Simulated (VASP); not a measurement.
A run of VASP 6.6.1 is set up as follows.

INCAR

```
SYSTEM = Ti
ALGO     = Normal         ! electronic algorithm
EDIFF    = 1E-7           ! SCF threshold, eV
ENCUT    = 520            ! plane-wave cutoff, eV
GGA      = CA             ! functional
ISIF     = 2              ! what is computed and relaxed
ISMEAR   = -1             ! smearing method
LASPH    = .TRUE.         ! aspherical terms in the spheres
LCHARG   = .FALSE.        ! write CHGCAR
LREAL    = .FALSE.        ! projectors in reciprocal space
LWAVE    = .FALSE.        ! write WAVECAR
NBANDS   = 12             ! bands
NELM     = 80             ! most SCF steps
PREC     = Accurate       ! precision mode
SIGMA    = 0.1            ! smearing width, eV
```

The input KPOINTS:

```
k-points
0
G
  9 9 4
  0 0 0
```

File POSCAR:

```
Ti
1.0
    3.0710600000      0.0000000000      0.0000000000
   -1.5355300000      2.6596200000      0.0000000000
    0.0000000000      0.0000000000      6.5652900000
Ti
1
Direct
    0.0000000000      0.0000000000      0.5000000000
```

Potentials or basis: VASP PAW LDA potentials, release 64 (Ti_sv).

Command:

```sh
$ cat potpaw_LDA.64/Ti_sv/POTCAR > POTCAR
$ mpirun -np 1 vasp_std > vasp.out
```

Estimate the pressure.

-7.9 GPa.

What does it give for the band gap on the k mesh?

Zero (band 6 reaches 0.27 eV, above the bottom of band 7 at -0.03 eV).

Stress tensor (GPa, compression positive):
```
-11.37   0.00   0.00
  0.00 -11.37   0.00
  0.00   0.00  -0.86
```
